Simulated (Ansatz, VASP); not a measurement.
## CuO in VASP and in Ansatz

The input INCAR:

```
SYSTEM = CuO
PREC = Accurate
ENCUT = 520
EDIFF = 1E-7
ISMEAR = -1
SIGMA = 0.05
LREAL = .FALSE.
LASPH = .TRUE.
NELM = 100
ALGO = Normal
ISIF = 2
LWAVE = .FALSE.
LCHARG = .FALSE.
GGA = PE
NBANDS = 16
```

File KPOINTS:

```
regular mesh
0
G
  19 19 19
  0 0 0
```

The input POSCAR:

```
CuO
1.0
    0.0000000000      2.1165600000      2.1165600000
    2.1165600000      0.0000000000      2.1165600000
    2.1165600000      2.1165600000      0.0000000000
Cu O
1 1
Direct
    0.0294977200      0.0281008700      0.9080259900
    0.4705022800      0.4718991300      0.5919740100
```

The input input.yaml:

```yaml
crystal:
  lattice:
    - [0.0, 2.11656, 2.11656]
    - [2.11656, 0.0, 2.11656]
    - [2.11656, 2.11656, 0.0]
  atoms:
    - { symbol: Cu, position: [0.02949772, 0.02810087, 0.90802599] }
    - { symbol: O, position: [0.47050228, 0.47189913, 0.59197401] }
hamiltonian:
  xc: pbe
  pseudopotentials: { kind: paw }
kpoints:
  mp_grid: { grid: [19, 19, 19] }
scf:
  occupations: { method: fermi_dirac, width: 0.05 }
output:
  forces: true
  stress: true
  eigenvalues: true
```

Alike in both runs: task single point; functional PBE; k mesh 19 × 19 × 19; occupations fermi-dirac, width 0.05 eV; no spin polarisation.

|  | VASP | Ansatz |
| --- | --- | --- |
| version | VASP 6.6.1 | Ansatz 0.2.0 |
| potentials or method | VASP PAW PBE potentials, release 64 (Cu, O) | Ansatz PAW |
| plane-wave cutoff (eV) | 520 | 420 |
| valence electrons in the cell | 17 | 25 |

Ansatz gave:

* gap on the k mesh at the Fermi level (eV): none
* pressure (GPa): 18.5
* traceless stress, the component that is largest in VASP (GPa): -4.24
* rms of the force components (eV/Å): 0.541

Q: Estimate VASP's values.

A: gap on the k mesh at the Fermi level (eV): none; pressure (GPa): 19.2; traceless stress, the component that is largest in VASP (GPa): -4.53; rms of the force components (eV/Å): 0.595.

Atom by atom the forces differ by 0.054 eV/Å (rms over components). A gap of «none» marks a metal or a gap that the smearing closes. VASP's potentials hold 17 valence electrons a cell and Ansatz's 25, so a difference there can come from the potentials and not from the codes.
